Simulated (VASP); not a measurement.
A run of VASP 6.6.1:

File INCAR:

```
SYSTEM = Co
ALGO = Normal ; EDIFF = 1E-6
ENCUT = 520 ; GGA = PE
ISIF = 2 ; ISMEAR = -1
ISPIN = 2 ; LASPH = .TRUE.
LCHARG = .FALSE. ; LMAXMIX = 4
LORBIT = 11 ; LREAL = .FALSE.
LWAVE = .FALSE. ; MAGMOM = 3 3
NBANDS = 20 ; NELM = 150
PREC = Accurate ; SIGMA = 0.1
```

File KPOINTS:

```
k-points
0
G
  13 13 13
  0 0 0
```

The input POSCAR:

```
Co
1.0
    3.5863000000      1.7931500000      1.7931500000
    1.7931500000      3.5863000000      1.7931500000
    1.7931500000      1.7931500000      3.5863000000
Co
2
Direct
    0.0000000000      0.0000000000      0.0000000000
    0.5000000000      0.5000000000      0.5000000000
```

Potentials or basis: VASP PAW PBE potentials, release 64 (Co).

The run is started by

```bash
$ cat potpaw_PBE.64/Co/POTCAR > POTCAR
$ mpirun -np 1 vasp_std > vasp.out
```

Hardware: 1 thread of Intel(R) Xeon(R) 6975P-C (Granite Rapids), on a shared host.

Estimate the wall time of this run.

It took 3.4 min on 1 thread of Intel(R) Xeon(R) 6975P-C (Granite Rapids) (shared host), peak memory 0.35 GiB. Counts: scf iterations 13, k points 231.
